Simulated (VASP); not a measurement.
Input of a VASP 6.6.1 run:

INCAR

```
SYSTEM = HfN
ALGO = Normal
EDIFF = 1E-6
EDIFFG = -0.005
ENCUT = 600
GGA = PE
IBRION = 2
ISIF = 4
ISMEAR = -1
LASPH = .True.
LCHARG = .False.
LREAL = .False.
LWAVE = .False.
NELM = 80
NSW = 50
PREC = Accurate
SIGMA = 0.1
```

KPOINTS

```
k-points
0
Gamma
  16 16 14
  0 0 0
```

The input POSCAR:

```
HfN
1.0
    2.9719194422      0.0000000000      0.0000000000
   -1.4859597211      2.5737577350      0.0000000000
    0.0000000000      0.0000000000      2.7895920082
Hf N
1 1
Direct
    0.0000000000      0.0000000000      0.0000000000
    0.3333333333      0.6666666667      0.5000000000
```

Potentials or basis: VASP PAW PBE potentials, release 64 (Hf_pv, N).

Launch:

```bash
$ cat potpaw_PBE.64/Hf_pv/POTCAR potpaw_PBE.64/N/POTCAR > POTCAR
$ mpirun -np 1 vasp_std > vasp.out
```

(1) Estimate the band gap on the k mesh.

Results:

(1) zero (an odd number of electrons rules out a gap without spin polarisation).

Caveat: spin-orbit coupling is left out, which moves the levels of the heavy elements; an odd number of electrons without spin polarisation forces a metal; a magnetic or distorted state may lie lower.
